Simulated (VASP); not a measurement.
# LiCl in VASP: a series of runs

The runs below take LiCl through single point, relaxation of cell and atoms, with PBE.

All numbers are computed with VASP 6.6.1; they aren't measurements. Logs are shortened: lines on timing, memory, paths and dates and some standing lists are left out, and cuts for length are marked.

### 1 The cell of the first run

The typed cell holds 12 atoms: a = 3.704 Å, b = 6.191 Å, c = 10.718 Å, α = 89.99°, β = 90.01°, γ = 90.05°.

### 2 Single point, PBE

Contents of INCAR:

```
SYSTEM = LiCl
PREC = Accurate ; ENCUT = 520
EDIFF = 1E-7 ; ISMEAR = 0
SIGMA = 0.1 ; LREAL = .False.
LASPH = .True. ; NELM = 100
ALGO = Normal ; ISIF = 2
LWAVE = .False. ; LCHARG = .True.
GGA = PE ; LELF = .True.
LVHAR = .True. ; NBANDS = 42
```

Contents of KPOINTS:

```
regular mesh
0
Gamma
  4 2 2
  0 0 0
```

Contents of POSCAR:

```
LiCl
1.0
   -0.0005426359      0.0015290985     -3.7043367917
    3.0952316314     -5.3622794777      0.0027210664
   -9.2819341636     -5.3601620413      0.0009315373
Li Cl
6 6
Direct
    0.3326113550      0.3061620563      0.6939044832
    0.3338375410      0.8062313455      0.1938449978
    0.6663780642      0.8878210218      0.4999909268
    0.6665754315      0.3876751181     -0.0000597271
    0.9996232817      0.8060500455      0.8061592954
    1.0009331368      0.3063708115      0.3060892550
    0.8325882175      0.1801113113      0.8197228667
    0.8337576099      0.6803200362      0.3197673785
    0.1667220333      0.1394482871      0.4999990424
    0.1669325552      0.6393283246      0.0000045667
    0.4993623431      0.6801910797      0.6802636909
    0.5006784308      0.1802905623      0.1803132238
```

Potentials or basis: VASP PAW PBE potentials, release 64 (Li_sv, Cl).

The run is started by

```
cat potpaw_PBE.64/Li_sv/POTCAR potpaw_PBE.64/Cl/POTCAR > POTCAR
mpirun -np 1 vasp_std > vasp.out
```

OUTCAR:

```text
SYSTEM = LiCl
   PREC = Accurate
   ENCUT = 520
   EDIFF = 1E-7
   ISMEAR = 0
   LREAL = .False.
   LASPH = .True.
   NELM = 100
   ISIF = 2
   GGA = PE

 ion  position               nearest neighbor table
   1  0.333  0.306  0.694-   9 2.40  11 2.40   7 2.42   7 2.42
   2  0.334  0.806  0.194-  12 2.40  10 2.40   8 2.42   8 2.42
   3  0.666  0.888  0.500-  11 2.40   8 2.40   9 2.42   9 2.42
   4  0.667  0.388  1.000-  12 2.40   7 2.40  10 2.42  10 2.42
   5  1.000  0.806  0.806-  10 2.40   7 2.40  11 2.42  11 2.42
   6  0.001  0.306  0.306-   9 2.40   8 2.40  12 2.42  12 2.42
   7  0.833  0.180  0.820-   4 2.40   5 2.40   1 2.42   1 2.42
   8  0.834  0.680  0.320-   6 2.40   3 2.40   2 2.42   2 2.42
   9  0.167  0.139  0.500-   1 2.40   6 2.40   3 2.42   3 2.42
  10  0.167  0.639  0.000-   2 2.40   5 2.40   4 2.42   4 2.42
  11  0.499  0.680  0.680-   1 2.40   3 2.40   5 2.42   5 2.42
  12  0.501  0.180  0.180-   4 2.40   2 2.40   6 2.42   6 2.42

  LATTYP: Found a triclinic cell.
 ALAT       =     6.1914866917
 B/A-ratio  =     1.1648673416
 C/A-ratio  =     1.7311628741
 COS(alpha) =     0.0000820521
 COS(beta)  =     0.0001951866
 COS(gamma) =     0.8580198932

  Lattice vectors:

 A1 = (  -3.0952316314,   5.3622794777,  -0.0027210664)
 A2 = (  -3.0946889955,   5.3607503792,   3.7016157253)
 A3 = (   9.2819341636,   5.3601620413,  -0.0009315373)

Analysis of symmetry for initial positions (statically):
=====================================================================
 Subroutine PRICEL returns:
 Original cell was already a primitive cell.

 Routine SETGRP: Setting up the symmetry group for a
 triclinic supercell.

 Subroutine GETGRP returns: Found  1 space group operations
 (whereof  1 operations were pure point group operations)
 out of a pool of  2 trial point group operations.

The static configuration has the point symmetry C_1 .

Analysis of symmetry for dynamics (positions and initial velocities):
=====================================================================
 Subroutine PRICEL returns:
 Original cell was already a primitive cell.

 Routine SETGRP: Setting up the symmetry group for a
 triclinic supercell.

 Subroutine GETGRP returns: Found  1 space group operations
 (whereof  1 operations were pure point group operations)
 out of a pool of  2 trial point group operations.

The dynamic configuration has the point symmetry C_1 .

 Subroutine INISYM returns: Found  1 space group operations
 (whereof  1 operations are pure point group operations),
 and found     1 'primitive' translations

----------------------------------------------------------------------------------------

                                     Primitive cell

  volume of cell :     245.8318

  direct lattice vectors                    reciprocal lattice vectors
    -0.000542636  0.001529098 -3.704336792     0.000039011 -0.000114469 -0.269953909
     3.095231631 -5.362279478  0.002721066     0.080770023 -0.139865567 -0.000069566
    -9.281934164 -5.360162041  0.000931537    -0.080801919 -0.046640739 -0.000007416

  length of vectors
     3.704337147  6.191486692 10.718471896     0.269953936  0.161512161  0.093296884

  position of ions in fractional coordinates (direct lattice)
     0.332611355  0.306162056  0.693904483
     0.333837541  0.806231346  0.193844998
     0.666378064  0.887821022  0.499990927
     0.666575432  0.387675118  0.999940273
     0.999623282  0.806050046  0.806159295
     0.000933137  0.306370812  0.306089255
     0.832588218  0.180111311  0.819722867
     0.833757610  0.680320036  0.319767379
     0.166722033  0.139448287  0.499999042
     0.166932555  0.639328325  0.000004567
     0.499362343  0.680191080  0.680263691
     0.500678431  0.180290562  0.180313224

  ion indices of the primitive-cell ions
   primitive index   ion index
                 1           1
                 2           2
                 3           3
                 4           4
                 5           5
                 6           6
                 7           7
                 8           8
                 9           9
                10          10
                11          11
                12          12

----------------------------------------------------------------------------------------

 KPOINTS: regular mesh

Automatic generation of k-mesh.
 Grid dimensions read from file:
 generate k-points for:    4    2    2

 Generating k-lattice:

  Cartesian coordinates                     Fractional coordinates (reciprocal lattice)
     0.000009753 -0.000028617 -0.067488477     0.250000000 -0.000000000  0.000000000
     0.040385012 -0.069932783 -0.000034783    -0.000000000  0.500000000  0.000000000
    -0.040400959 -0.023320369 -0.000003708    -0.000000000  0.000000000  0.500000000

  Length of vectors
     0.067488484  0.080756081  0.046648442

  Shift w.r.t. Gamma in fractional coordinates (k-lattice)
     0.000000000  0.000000000  0.000000000

 Subroutine IBZKPT returns following result:
 ===========================================

 Found     12 irreducible k-points:

 Following reciprocal coordinates:
            Coordinates               Weight
  0.000000  0.000000  0.000000      1.000000
  0.250000 -0.000000  0.000000      2.000000
  0.500000 -0.000000  0.000000      1.000000
  0.000000  0.500000  0.000000      1.000000
  0.250000  0.500000  0.000000      2.000000
  0.500000  0.500000  0.000000      1.000000
 -0.000000 -0.000000  0.500000      1.000000
  0.250000 -0.000000  0.500000      2.000000
  0.500000 -0.000000  0.500000      1.000000
  0.000000  0.500000  0.500000      1.000000
  0.250000  0.500000  0.500000      2.000000
  0.500000  0.500000  0.500000      1.000000
   k-points           NKPTS =     12   k-points in BZ     NKDIM =     12   number of bands    NBANDS=     42
   number of dos      NEDOS =    301   number of ions     NIONS =     12
   total plane-waves  NPLWV = 107520
   dimension x,y,z NGX =    28 NGY =   48 NGZ =   80
   dimension x,y,z NGXF=    56 NGYF=   96 NGZF=  160
   ions per type =               6   6
   NGX,Y,Z   is equivalent  to a cutoff of  12.57, 12.89, 12.41 a.u.
   NGXF,Y,Z  is equivalent  to a cutoff of  25.13, 25.78, 24.82 a.u.
 SYSTEM =  LiCl
   PREC   = accura    normal or accurate (medium, high low for compatibility)
   ISTART =      0    job   : 0-new  1-cont  2-samecut
   ICHARG =      2    charge: 1-file 2-atom 10-const
   ISPIN  =      1    spin polarized calculation?
   LNONCOLLINEAR =      F non collinear calculations
   LSORBIT =      F    spin-orbit coupling
   LASPH  =      T    aspherical Exc in radial PAW
   ENCUT  =  520.0 eV  38.22 Ry    6.18 a.u.   6.89 11.51 19.93*2*pi/ulx,y,z
   NELM   =    100;   NELMIN=  2; NELMDL= -5     # of ELM steps
   EDIFF  = 0.1E-06   stopping-criterion for ELM
   LREAL  =      F    real-space projection
   EDIFFG = 0.1E-05   stopping-criterion for IOM
   NSW    =      0    number of steps for IOM
   IBRION =     -1    ionic relax: 0-MD 1-quasi-New 2-CG
   NFREE  =      0    steps in history (QN), initial steepest desc. (CG)
   ISIF   =      2    stress and relaxation
   ISYM   =      2    0-nonsym 1-usesym 2-fastsym
   POTIM  = 0.5000    time-step for ionic-motion
   TEBEG  =    0.0;   TEEND  =   0.0 temperature during run
   PSTRESS=    0.0 pullay stress
   NELECT =      60.0000    total number of electrons
   NUPDOWN=      -1.0000    fix difference up-down
   EMIN   =  10.00;   EMAX   =-10.00  energy-range for DOS
   EFERMI =   0.00;   METHOD = LEGACY
   ISMEAR =     0;   SIGMA  =   0.10  broadening in eV -4-tet -1-fermi 0-gaus
   EFERMI_NEDOS =   21; number of points for ismear=-14 and -15
   IALGO  =     38    algorithm
   IMIX   =      4    mixing-type and parameters
     AMIX     =   0.40;   BMIX     =  1.00
     AMIX_MAG =   1.60;   BMIX_MAG =  1.00
  volume/ion in A,a.u.               =      20.49       138.25
  Fermi-wavevector in a.u.,A,eV,Ry     =   1.023087  1.933354 14.241311  1.046707
  Thomas-Fermi vector in A             =   2.156801
   LORBIT       =      0    0 simple, 1 ext, 2 COOP (PROOUT), +10 PAW based schemes
   GGA     = PE    functional components
   LHFCALC =     F    Hartree Fock is set to
   AEXX    =    0.0000 exact exchange contribution
   IVDW    =     0    specifies the selected vdW correction
   LEPSILON=     F    determine dielectric tensor
   LRPA    =     F    only Hartree local field effects (RPA)
 non-spin polarized calculation
 Gauss-broadening in eV      SIGMA  =   0.10
  energy-cutoff  :      520.00
  volume of cell :      245.83
 maximum number of plane-waves:      6658
 NGX is ok and might be reduce to    28
   NGX = 13   NGY = 23   NGZ = 39

 number of electron      59.9999981 magnetization

 Free energy of the ion-electron system (eV)
  ---------------------------------------------------
  ext. energy  EPLUGINS =         0.00000000
  ---------------------------------------------------
  free energy    TOTEN  =       -44.14262631 eV

  energy without entropy =      -44.14262631  energy(sigma->0) =      -44.14262631

 E-fermi :  -0.4190     XC(G=0):  -7.7389

 val. band max:       -0.9626061025   @ k =   0.0000   0.0000   0.0000
 cond. band min:       4.8587713665   @ k =   0.0000   0.0000   0.0000
 fundamental gap:      5.8213774690
 Fermi energy:        -0.4189961707

 k-point     1 :       0.0000    0.0000    0.0000
  band No.  band energies     occupation
      1     -44.1765      2.00000
      2     -44.1752      2.00000
      3     -44.1738      2.00000
      4     -44.1735      2.00000
      5     -44.1732      2.00000
      6     -44.1718      2.00000
[... 34 lines left out ...]
     41       8.9073      0.00000
     42       8.9566      0.00000
[... 454 lines left out ...]
      2     -44.1739      2.00000
      3     -44.1734      2.00000
      4     -44.1730      2.00000
      5     -44.1727      2.00000
      6     -44.1713      2.00000
[... 34 lines left out ...]
     41       8.7271      0.00000
     42       8.8481      0.00000

------------------------ aborting loop because EDIFF is reached ----------------------------------------

  FORCE on cell =-STRESS in cart. coord.  units (eV):
  Direction    XX          YY          ZZ          XY          YZ          ZX
  --------------------------------------------------------------------------------------
  -------------------------------------------------------------------------------------
  Total       -0.1244265     -0.1307943     -0.1404705      0.0061509      0.0092063     -0.0015251
  in kB       -0.8109338     -0.8524352     -0.9154982      0.0400874      0.0600007     -0.0099396
  external PRESSURE =      -0.8596224 kB  Pullay stress =       0.0000000 kB

 VOLUME and BASIS-vectors are now :
 -----------------------------------------------------------------------------
  energy-cutoff  :      520.00
  volume of cell :      245.83
      direct lattice vectors                 reciprocal lattice vectors
    -0.000542636  0.001529098 -3.704336792     0.000039011 -0.000114469 -0.269953909
     3.095231631 -5.362279478  0.002721066     0.080770023 -0.139865567 -0.000069566
    -9.281934164 -5.360162041  0.000931537    -0.080801919 -0.046640739 -0.000007416

 POSITION                                       TOTAL-FORCE (eV/Angst)
 -----------------------------------------------------------------------------------
     -5.49331     -5.36066     -1.23062        -0.001037      0.000314     -0.000536
      0.69604     -5.36177     -1.23427        -0.002134     -0.000165      0.000359
     -1.89323     -7.43976     -2.46561         0.000684     -0.000489     -0.000803
     -8.08180     -7.43764     -2.46723         0.000205     -0.001548     -0.000673
     -4.98835     -8.64188     -3.70000         0.001664      0.000677      0.000595
     -1.89281     -3.28353     -0.00234         0.000043      0.000748      0.000812
     -7.05158     -5.35838     -3.08293        -0.000235      0.000092     -0.000577
     -0.86276     -5.36080     -3.08637         0.000304      0.000481      0.000336
     -4.20942     -3.42758     -0.61675        -0.000015     -0.000137     -0.000103
      1.97874     -3.42803     -0.61663         0.000223     -0.000043      0.000366
     -4.20908     -7.29293     -1.84732         0.000098     -0.000415     -0.000472
     -1.11589     -1.93251     -1.85402         0.000200      0.000485      0.000695
 -----------------------------------------------------------------------------------
    total drift:                               -0.000569      0.001113     -0.000130

  FREE ENERGIE OF THE ION-ELECTRON SYSTEM (eV)
  ---------------------------------------------------
  free  energy   TOTEN  =       -44.1426263092 eV

  energy  without entropy=      -44.1426263092  energy(sigma->0) =      -44.14262631
```

It took 3.7 min on 1 thread of Oxide Virtual Turin-like, shared host; peak memory 0.3 GiB.

Results:

| Item | Value |
| --- | --- |
| Free energy | -44.1426 eV |
| Band gap on the k mesh | 5.82 eV |

Forces on the atoms (eV/Å):
```
Li  -0.001  0.000 -0.001
Li  -0.002  0.000  0.000
Li   0.001  0.000 -0.001
Li   0.000 -0.002 -0.001
Li   0.002  0.001  0.001
Li   0.000  0.001  0.001
Cl   0.000  0.000 -0.001
Cl   0.000  0.000  0.000
Cl   0.000  0.000  0.000
Cl   0.000  0.000  0.000
Cl   0.000  0.000  0.000
Cl   0.000  0.000  0.001
```

Caveat: the k points lie up to 0.51 Å⁻¹ apart; the cutoff is under 1.25 times the usual one of these potentials, so pressure, stress and relaxed cells hold a basis-set (Pulay) error.

(Part 1 of 2 ends here.)
